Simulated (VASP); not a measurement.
# HF in VASP: a series of runs

The runs below take HF through single point, with PBE.

Everything below comes from runs of VASP 6.6.1. Logs are shortened: lines on timing, memory, paths and dates and some standing lists are left out, and cuts for length are marked.

### Step 1. The cell of the first run

The cell holds a disordered packing, 20 atoms: a = 6.980 Å, b = 6.980 Å, c = 6.980 Å, α = 90.00°, β = 90.00°, γ = 90.00°.

### Step 2. Single point, PBE

INCAR reads:

```
SYSTEM = HF
  PREC = Accurate
  ENCUT = 1010
  EDIFF = 1E-6
  ISMEAR = -1
  SIGMA = 0.05
  LREAL = Auto
  LASPH = .True.
  NELM = 120
  ALGO = Normal
  ISIF = 2
  LWAVE = .False.
  LCHARG = .True.
  GGA = PE
  LELF = .True.
  LVHAR = .True.
  NBANDS = 56
  GGA_COMPAT = .False.
```

KPOINTS reads:

```
Automatic mesh
0
Gamma
  1 1 1
  0 0 0
```

POSCAR reads:

```
HF
1.0
    6.9795320000      0.0000000000      0.0000000000
    0.0000000000      6.9795320000      0.0000000000
    0.0000000000      0.0000000000      6.9795320000
F H
10 10
Direct
    0.4874538866      0.1378889014      0.2694450000
    0.5750528832      0.4685127885      0.5763137127
    0.1840094723      0.4105719409      0.3851117811
    0.7029411141      0.5764140060      0.2576677061
    0.8952032887      0.1885083412      0.3833208301
    0.9267240268      0.8377639074      1.0131051767
    0.2108880653      0.0526682878      0.0601186441
    0.3654113198      0.6286954483      1.1169086982
    0.8805461455      0.9581874544      0.6612477742
    0.3928630172      0.6792145949      0.7671431265
    0.3954419867      0.0805498134      0.1920329329
    0.6473499942      0.5210521279      0.4764216283
    0.1900270677      0.4885284572      0.2779126165
    0.5888790251      0.6081926410      0.1998987898
    0.9906108318      0.2873974931      0.3848538842
    0.9607520963      0.8763338287      0.8817353370
    0.1141050718     -0.0349593640      0.0872264788
    0.3760424051      0.6613910503      0.9793923146
    0.8949310641      1.0507008206      0.5575302184
    0.4786710628      0.5897959921      0.6964363800
```

Potentials or basis: VASP PAW PBE potentials, release 64 (F_h, H_h).

Run with:

```sh
$ cat potpaw_PBE.64/F_h/POTCAR potpaw_PBE.64/H_h/POTCAR > POTCAR
$ mpirun -np 1 vasp_gam > vasp.out
```

OUTCAR:

```text
SYSTEM = HF
   PREC = Accurate
   ENCUT = 1010
   EDIFF = 1E-6
   ISMEAR = -1
   LREAL = Auto
   LASPH = .True.
   NELM = 120
   ISIF = 2
   GGA = PE

 ion  position               nearest neighbor table
   1  0.487  0.138  0.269-  11 0.93
   2  0.575  0.469  0.576-  12 0.94
   3  0.184  0.411  0.385-  13 0.93
   4  0.703  0.576  0.258-  14 0.92
   5  0.895  0.189  0.383-  15 0.96
   6  0.927  0.838  0.013-  16 0.98
[... 12 lines left out ...]
  19  0.895  0.051  0.558-   9 0.98
  20  0.479  0.590  0.696-  10 1.00

  LATTYP: Found a simple cubic cell.
 ALAT       =     6.9795320000

  Lattice vectors:

 A1 = (   6.9795320000,   0.0000000000,   0.0000000000)
 A2 = (   0.0000000000,   6.9795320000,   0.0000000000)
 A3 = (   0.0000000000,   0.0000000000,   6.9795320000)

Analysis of symmetry for initial positions (statically):
=====================================================================
 Subroutine PRICEL returns:
 Original cell was already a primitive cell.

 Routine SETGRP: Setting up the symmetry group for a
 simple cubic supercell.

 Subroutine GETGRP returns: Found  1 space group operations
 (whereof  1 operations were pure point group operations)
 out of a pool of 48 trial point group operations.

The static configuration has the point symmetry C_1 .

Analysis of symmetry for dynamics (positions and initial velocities):
=====================================================================
 Subroutine PRICEL returns:
 Original cell was already a primitive cell.

 Routine SETGRP: Setting up the symmetry group for a
 simple cubic supercell.

 Subroutine GETGRP returns: Found  1 space group operations
 (whereof  1 operations were pure point group operations)
 out of a pool of 48 trial point group operations.

The dynamic configuration has the point symmetry C_1 .

 Subroutine INISYM returns: Found  1 space group operations
 (whereof  1 operations are pure point group operations),
 and found     1 'primitive' translations

----------------------------------------------------------------------------------------

                                     Primitive cell

  volume of cell :     340.0000

  direct lattice vectors                    reciprocal lattice vectors
     6.979532000  0.000000000  0.000000000     0.143276082  0.000000000  0.000000000
     0.000000000  6.979532000  0.000000000     0.000000000  0.143276082  0.000000000
     0.000000000  0.000000000  6.979532000     0.000000000  0.000000000  0.143276082

  length of vectors
     6.979532000  6.979532000  6.979532000     0.143276082  0.143276082  0.143276082

  position of ions in fractional coordinates (direct lattice)
     0.487453887  0.137888901  0.269445000
     0.575052883  0.468512788  0.576313713
     0.184009472  0.410571941  0.385111781
     0.702941114  0.576414006  0.257667706
     0.895203289  0.188508341  0.383320830
     0.926724027  0.837763907  0.013105177
[... 12 lines left out ...]
     0.894931064  0.050700821  0.557530218
     0.478671063  0.589795992  0.696436380

  ion indices of the primitive-cell ions
   primitive index   ion index
                 1           1
                 2           2
                 3           3
                 4           4
                 5           5
                 6           6
[... 12 lines left out ...]
                19          19
                20          20

----------------------------------------------------------------------------------------

 KPOINTS: Automatic mesh

Automatic generation of k-mesh.
 Grid dimensions read from file:
 generate k-points for:    1    1    1

 Generating k-lattice:

  Cartesian coordinates                     Fractional coordinates (reciprocal lattice)
     0.143276082  0.000000000  0.000000000     1.000000000  0.000000000  0.000000000
     0.000000000  0.143276082  0.000000000     0.000000000  1.000000000  0.000000000
     0.000000000  0.000000000  0.143276082     0.000000000  0.000000000  1.000000000

  Length of vectors
     0.143276082  0.143276082  0.143276082

  Shift w.r.t. Gamma in fractional coordinates (k-lattice)
     0.000000000  0.000000000  0.000000000

 Subroutine IBZKPT returns following result:
 ===========================================

 Found      1 irreducible k-points:

 Following reciprocal coordinates:
            Coordinates               Weight
  0.000000  0.000000  0.000000      1.000000
   k-points           NKPTS =      1   k-points in BZ     NKDIM =      1   number of bands    NBANDS=     56
   number of dos      NEDOS =    301   number of ions     NIONS =     20
   total plane-waves  NPLWV = 373248
   dimension x,y,z NGX =    72 NGY =   72 NGZ =   72
   dimension x,y,z NGXF=   144 NGYF=  144 NGZF=  144
   ions per type =              10  10
   NGX,Y,Z   is equivalent  to a cutoff of  17.15, 17.15, 17.15 a.u.
   NGXF,Y,Z  is equivalent  to a cutoff of  34.30, 34.30, 34.30 a.u.
 SYSTEM =  HF
   PREC   = accura    normal or accurate (medium, high low for compatibility)
   ISTART =      0    job   : 0-new  1-cont  2-samecut
   ICHARG =      2    charge: 1-file 2-atom 10-const
   ISPIN  =      1    spin polarized calculation?
   LNONCOLLINEAR =      F non collinear calculations
   LSORBIT =      F    spin-orbit coupling
   LASPH  =      T    aspherical Exc in radial PAW
   ENCUT  = 1010.0 eV  74.23 Ry    8.62 a.u.  18.09 18.09 18.09*2*pi/ulx,y,z
   NELM   =    120;   NELMIN=  2; NELMDL= -5     # of ELM steps
   EDIFF  = 0.1E-05   stopping-criterion for ELM
   LREAL  =      T    real-space projection
   EDIFFG = 0.1E-04   stopping-criterion for IOM
   NSW    =      0    number of steps for IOM
   IBRION =     -1    ionic relax: 0-MD 1-quasi-New 2-CG
   NFREE  =      0    steps in history (QN), initial steepest desc. (CG)
   ISIF   =      2    stress and relaxation
   ISYM   =      2    0-nonsym 1-usesym 2-fastsym
   POTIM  = 0.5000    time-step for ionic-motion
   TEBEG  =    0.0;   TEEND  =   0.0 temperature during run
   PSTRESS=    0.0 pullay stress
   NELECT =      80.0000    total number of electrons
   NUPDOWN=      -1.0000    fix difference up-down
   EMIN   =  10.00;   EMAX   =-10.00  energy-range for DOS
   EFERMI =   0.00;   METHOD = LEGACY
   ISMEAR =    -1;   SIGMA  =   0.05  broadening in eV -4-tet -1-fermi 0-gaus
   EFERMI_NEDOS =   21; number of points for ismear=-14 and -15
   IALGO  =     38    algorithm
   IMIX   =      4    mixing-type and parameters
     AMIX     =   0.40;   BMIX     =  1.00
     AMIX_MAG =   1.60;   BMIX_MAG =  1.00
  volume/ion in A,a.u.               =      17.00       114.72
  Fermi-wavevector in a.u.,A,eV,Ry     =   1.010676  1.909900 13.897882  1.021466
  Thomas-Fermi vector in A             =   2.143679
   LORBIT       =      0    0 simple, 1 ext, 2 COOP (PROOUT), +10 PAW based schemes
   GGA     = PE    functional components
   LHFCALC =     F    Hartree Fock is set to
   AEXX    =    0.0000 exact exchange contribution
   IVDW    =     0    specifies the selected vdW correction
   LEPSILON=     F    determine dielectric tensor
   LRPA    =     F    only Hartree local field effects (RPA)
 non-spin polarized calculation
  energy-cutoff  :     1010.00
  volume of cell :      340.00
 maximum number of plane-waves:     12419
   NGX = 37   NGY = 37   NGZ = 37

 number of electron      80.0000003 magnetization

 Free energy of the ion-electron system (eV)
  ---------------------------------------------------
  ext. energy  EPLUGINS =         0.00000000
  ---------------------------------------------------
  free energy    TOTEN  =       -82.55270868 eV

  energy without entropy =      -82.55270868  energy(sigma->0) =      -82.55270868

 E-fermi :  -4.7440     XC(G=0):  -5.5091

 val. band max:       -5.9998101675   @ k =   0.0000   0.0000   0.0000
 cond. band min:       0.2336703692   @ k =   0.0000   0.0000   0.0000
 fundamental gap:      6.2334805366
 Fermi energy:        -4.7439853760

 k-point     1 :       0.0000    0.0000    0.0000
  band No.  band energies     occupation
      1     -29.0149      2.00000
      2     -28.7424      2.00000
      3     -28.4008      2.00000
      4     -28.2719      2.00000
      5     -28.1590      2.00000
      6     -27.9674      2.00000
[... 44 lines left out ...]
     51       6.0047      0.00000
     52       6.0521      0.00000
 [bands above 52 left out]

------------------------ aborting loop because EDIFF is reached ----------------------------------------

  FORCE on cell =-STRESS in cart. coord.  units (eV):
  Direction    XX          YY          ZZ          XY          YZ          ZX
  --------------------------------------------------------------------------------------
  -------------------------------------------------------------------------------------
  Total        3.5077954      1.4198428      0.8019846      0.7447531      0.2631312      0.9385171
  in kB       16.5297362      6.6907059      3.7791813      3.5094900      1.2399497      4.4225615
  external PRESSURE =       8.9998745 kB  Pullay stress =       0.0000000 kB

 VOLUME and BASIS-vectors are now :
 -----------------------------------------------------------------------------
  energy-cutoff  :     1010.00
  volume of cell :      340.00
      direct lattice vectors                 reciprocal lattice vectors
     6.979532000  0.000000000  0.000000000     0.143276082  0.000000000  0.000000000
     0.000000000  6.979532000  0.000000000     0.000000000  0.143276082  0.000000000
     0.000000000  0.000000000  6.979532000     0.000000000  0.000000000  0.143276082

 POSITION                                       TOTAL-FORCE (eV/Angst)
 -----------------------------------------------------------------------------------
      3.40220      0.96240      1.88060         0.911542      0.277391      0.640223
      4.01360      3.27000      4.02240        -0.331783     -0.847753      1.156844
      1.28430      2.86560      2.68790        -0.452210     -0.453530      0.804316
      4.90620      4.02310      1.79840         1.795551     -0.349339      1.090142
      6.24810      1.31570      2.67540        -0.093099     -0.047891      0.117919
      6.46810      5.84720      0.09147         0.731630      0.301755     -1.181460
[... 12 lines left out ...]
      6.24620      0.35387      3.89130        -0.080406     -0.196902      0.247130
      3.34090      4.11650      4.86080        -0.299324      0.273908      0.032560
 -----------------------------------------------------------------------------------
    total drift:                                0.003834     -0.007669     -0.004138

  FREE ENERGIE OF THE ION-ELECTRON SYSTEM (eV)
  ---------------------------------------------------
  free  energy   TOTEN  =       -82.5527086768 eV

  energy  without entropy=      -82.5527086768  energy(sigma->0) =      -82.55270868
```

Wall time 52 s (1 thread of Intel Xeon 6975P-C (Granite Rapids), shared host); peak memory 0.69 GiB.

Results:

```yaml
Free_energy: -82.5527 eV
Pressure: 0.9 GPa
Largest_force: 2.129 eV/Å
```

Forces in eV/Å, atoms in the order of the input:
```
F    0.912  0.277  0.640
F   -0.332 -0.848  1.157
F   -0.452 -0.454  0.804
F    1.796 -0.349  1.090
F   -0.093 -0.048  0.118
F    0.732  0.302 -1.181
F    0.904  0.809 -0.341
F    0.079  0.209 -0.137
F    0.138  0.075 -0.169
F   -0.062  0.144  0.456
H   -0.645 -0.182 -0.454
H    0.576  0.458 -1.403
H    0.359  0.617 -0.898
H   -1.757  0.362 -0.884
H    0.323 -0.088 -0.002
H   -0.891 -0.263  0.890
H   -1.145 -0.821  0.189
H   -0.060 -0.277 -0.156
H   -0.080 -0.197  0.247
H   -0.299  0.274  0.033
```

Levels at points of the mesh, in eV from the Fermi level:
```tsv
k point	band 38	band 39	band 40	band 41	band 42	band 43
(0.00, 0.00, 0.00)	-2.28	-1.33	-1.26	4.98	7.89	8.00
```

Caveat: the k points lie up to 0.90 Å⁻¹ apart, too coarse for converged energies, forces and pressures.

### Step 3. Single point, PBE

INCAR reads:

```
ALGO     = Normal         # electronic algorithm
EDIFF    = 1E-6           # SCF threshold, eV
ENCUT    = 1010           # plane-wave cutoff, eV
GGA      = PE             # functional
GGA_COMPAT= False        
ISIF     = 2              # what is computed and relaxed
ISMEAR   = -1             # smearing method
LASPH    = True           # aspherical terms in the spheres
LCHARG   = False          # write CHGCAR
LREAL    = Auto         
LWAVE    = False          # write WAVECAR
NBANDS   = 56             # bands
NELM     = 120            # most SCF steps
PREC     = Accurate       # precision mode
SIGMA    = 0.05           # smearing width, eV
```

KPOINTS reads:

```
k-points
0
Gamma
  1 1 1
```

POSCAR reads:

```
HF
1.0
    6.9795320000      0.0000000000      0.0000000000
    0.0000000000      6.9795320000      0.0000000000
    0.0000000000      0.0000000000      6.9795320000
F H
10 10
Direct
    0.5338668060      0.1696862443      0.2002821448
    0.6143223858      0.4656606871      0.6166561763
    0.1915088958      0.4741964835      0.3809362874
    0.7306891460      0.5908303776      0.3101613987
    0.9409643029      0.2227485335      0.4302767605
    0.9855864519      0.8368287579      0.8846452395
    0.1954580843      0.0532436848      0.0806718364
    0.4218841922      0.5926125040      1.1220431603
    0.7867912207      0.9564315093      0.6153303337
    0.3906552538      0.6615502346      0.7907145047
    0.4200086793      0.1154103587      0.1498820700
    0.6647812268      0.5128437847      0.4931884354
    0.2638034174      0.5042074570      0.2677633294
    0.6238003592      0.5890896742      0.2221839503
    1.0452312997      0.3101427171      0.4030652331
    0.9090622827      0.8849581778      0.7776123565
    0.1223379604     -0.0280417537     -0.0059210349
    0.4071619565      0.6208044974      0.9797874008
    0.8451891380      1.0587892220      0.5422899539
    0.4818240405      0.5841917483      0.7117397632
```

Potentials or basis: VASP PAW PBE potentials, release 64 (F_h, H_h).

Run with:

```sh
$ cat potpaw_PBE.64/F_h/POTCAR potpaw_PBE.64/H_h/POTCAR > POTCAR
$ mpirun -np 1 vasp_gam > vasp.out
```

Wall time 58 s (1 thread of Intel Xeon 6975P-C (Granite Rapids), shared host); peak memory 0.74 GiB.

The run converged. Its results:

```
Free energy   : -83.2449 eV
Pressure      : -0.2 GPa
Largest force : 0.235 eV/Å
```

Forces in eV/Å, atoms in the order of the input:
```
F   -0.038 -0.006 -0.028
F    0.002  0.023  0.029
F    0.014 -0.005 -0.010
F   -0.021 -0.003  0.005
F   -0.056  0.057 -0.117
F    0.013 -0.005 -0.036
F   -0.057 -0.093 -0.172
F   -0.010 -0.008  0.042
F    0.059 -0.005  0.031
F    0.014 -0.008  0.057
H   -0.025 -0.018 -0.017
H    0.012  0.009 -0.021
H   -0.018 -0.015  0.022
H   -0.031  0.004  0.000
H   -0.012 -0.065  0.066
H    0.046  0.069  0.027
H    0.022  0.121  0.201
H   -0.008  0.005 -0.091
H    0.057 -0.014  0.027
H    0.036 -0.044 -0.016
```

Stress tensor (GPa, compression positive):
```
-0.23 -0.23 -0.04
-0.23 -0.26  0.01
-0.04  0.01 -0.11
```

Levels at points of the mesh, in eV from the Fermi level:
```csv
k point,band 37,band 38,band 39,band 40,band 41,band 42,band 43,band 44
"(0.00, 0.00, 0.00)",-2.02,-1.94,-1.31,-1.28,5.47,8.35,8.73,8.88
```

Caveat: the k points lie up to 0.90 Å⁻¹ apart, too coarse for converged energies, forces and pressures.

### Step 4. Single point, PBE

INCAR reads:

```
PREC     = Accurate       # precision mode
ENCUT    = 1010           # plane-wave cutoff, eV
EDIFF    = 1E-6           # SCF threshold, eV
ISMEAR   = -1             # smearing method
SIGMA    = 0.05           # smearing width, eV
LREAL    = Auto         
LASPH    = True           # aspherical terms in the spheres
NELM     = 120            # most SCF steps
ALGO     = Normal         # electronic algorithm
ISIF     = 2              # what is computed and relaxed
LWAVE    = False          # write WAVECAR
LCHARG   = False          # write CHGCAR
GGA      = PE             # functional
NBANDS   = 56             # bands
GGA_COMPAT= False
```

KPOINTS reads:

```
Automatic mesh
0
Gamma
  1 1 1
```

POSCAR reads:

```
HF
1.0
    6.9795320000      0.0000000000      0.0000000000
    0.0000000000      6.9795320000      0.0000000000
    0.0000000000      0.0000000000      6.9795320000
F H
10 10
Direct
    0.5327004733      0.1850553877      0.2298434909
    0.6258585819      0.4700028598      0.6159295494
    0.1646098907      0.4781552689      0.3978776801
    0.7329861085      0.5950542243      0.2990744938
    0.9229558658      0.2166764190      0.4110877348
    0.9646492057      0.8335515906      0.9134136787
    0.2019906206      0.0395012158      0.1007803962
    0.4025771355      0.6271910495      1.1182411657
    0.8103838481      0.9587605587      0.6224342836
    0.4122912539      0.6948460155      0.7793645763
    0.4109301311      0.1358113982      0.2423658205
    0.6843152234      0.5024405648      0.4798459266
    0.2260036919      0.5186594173      0.2854059556
    0.6054990507      0.5937074291      0.2380102276
    1.0287365972      0.3142617585      0.4172056235
    0.9125540222      0.8848730832      0.7929471489
    0.1056231277     -0.0526826154      0.0586858832
    0.4111593729      0.6508745859      0.9777732948
    0.8699437154      1.0742697361      0.5710984633
    0.4804047034      0.6110438350      0.6824239791
```

Run with:

```sh
$ cat potpaw_PBE.64/F_h/POTCAR potpaw_PBE.64/H_h/POTCAR > POTCAR
$ mpirun -np 1 vasp_gam > vasp.out
```

Run time: 74 s. Hardware: 1 thread of Intel Xeon Platinum 8375C at 2.90GHz (Ice Lake), shared host; peak memory 0.69 GiB.

It converged, with:

- Free energy: -82.6859 eV
- Pressure: -1.0 GPa
- Largest force: 2.084 eV/Å

Forces on the atoms (eV/Å):
```
F    0.933  0.554  0.122
F    0.569  0.515 -1.937
F   -0.053  0.013  0.659
F   -1.096 -0.276 -0.062
F    1.118  0.949  0.329
F   -0.012 -0.106 -0.038
F   -0.505 -0.505  0.017
F    0.106 -0.220  0.493
F    0.239  0.149  0.202
F    0.155 -0.346 -0.785
H   -0.958 -0.568 -0.227
H   -0.733 -0.191  1.709
H    0.312  0.173 -0.754
H    0.805  0.202 -0.137
H   -1.112 -0.984 -0.308
H   -0.006 -0.025  0.350
H    0.449  0.679 -0.137
H   -0.020 -0.022 -0.182
H   -0.267 -0.194 -0.412
H    0.075  0.203  1.098
```

Stress tensor (GPa, compression positive):
```
-0.95 -0.32  0.08
-0.32 -0.71 -0.03
 0.08 -0.03 -1.42
```

Levels at points of the mesh, in eV from the Fermi level:
```
           k point  band 38  band 39  band 40  band 41  band 42  band 43
(0.00, 0.00, 0.00)    -1.40    -1.31    -1.20     5.49     8.21     8.62
```

Caveat: the k points lie up to 0.90 Å⁻¹ apart, too coarse for converged energies, forces and pressures.

### Step 5. The runs side by side

```tsv
cell	pressure (GPa)	largest force (eV/Å)
as given, atomic positions A	0.9	2.13
as given, atomic positions B	-0.2	0.24
as given, atomic positions C	-1.0	2.08
```

Alike in all rows: task single point; level PBE; potentials or basis VASP PAW PBE potentials, release 64 (F_h, H_h); no spin polarisation; k mesh 1 × 1 × 1; cutoff (eV) 1010; smearing fermi-dirac 0.05 eV.

Caveats: all runs use coarse meshes.

Total energies depend on the potentials used, so only differences within one code and one set of settings carry meaning.
